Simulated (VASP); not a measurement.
## TePbS4: single point with PBE

TePbS4:

```
Te Pb S
1.0
     7.22481    0.00000    0.00000
     0.00000    7.22481    0.00000
     0.00000    0.00000    5.53684
Te Pb S
1 1 4
Direct
  0.50000 0.50000 0.00000
  0.00000 0.00000 0.00000
  0.74064 0.74064 0.00000
  0.25936 0.25936 0.00000
  0.25936 0.74064 0.00000
  0.74064 0.25936 0.00000
```

| Property | Result |
| --- | --- |
| Program | VASP 6.6.1 |
| Task | single point |
| Functional | PBE |
| Potentials or basis | VASP PAW PBE potentials, release 64 (Te, Pb_d, S) |
| Cutoff | 500 eV |
| k mesh | 2 × 2 × 3 |
| Occupations | gaussian, width 0.15 eV |
| Spin | no spin polarisation |
| Dipole correction | no |
| Further INCAR settings | ALGO = Normal; EDIFF = 1e-06; NBANDS = 31 |

The pressure is -0.3 GPa. The largest force is 0.010 eV/Å and the band gap on the k mesh is zero (band 22 reaches -0.36 eV, above the bottom of band 23 at -0.58 eV).

Forces in eV/Å, atoms in the order of the input:
```
Te   0.000  0.000  0.000
Pb   0.000  0.000  0.000
S    0.007  0.007  0.000
S   -0.007 -0.007  0.000
S   -0.007  0.007  0.000
S    0.007 -0.007  0.000
```

Stress tensor (GPa, compression positive):
```
-0.40  0.00  0.00
 0.00 -0.40  0.00
 0.00  0.00  0.05
```

Levels at points of the mesh, in eV from the Fermi level:
| k point | band 20 | band 21 | band 22 | band 23 | band 24 | band 25 |
| --- | --- | --- | --- | --- | --- | --- |
| (0.00, 0.00, 0.00) | -0.49 | -0.49 | -0.22 | 0.49 | 1.67 | 1.97 |
| (0.50, 0.00, 0.00) | -0.93 | -0.74 | -0.19 | -0.01 | 0.59 | 2.34 |
| (0.50, 0.50, 0.00) | -1.07 | -0.61 | 0.20 | 0.41 | 0.75 | 2.56 |

Wall time 43 s on 1 thread of Intel(R) Xeon(R) Platinum 8488C (Sapphire Rapids) (shared host), peak memory 0.35 GiB.

Caveat: the k points lie up to 0.43 Å⁻¹ apart; spin-orbit coupling is left out, which moves the levels of the heavy elements.
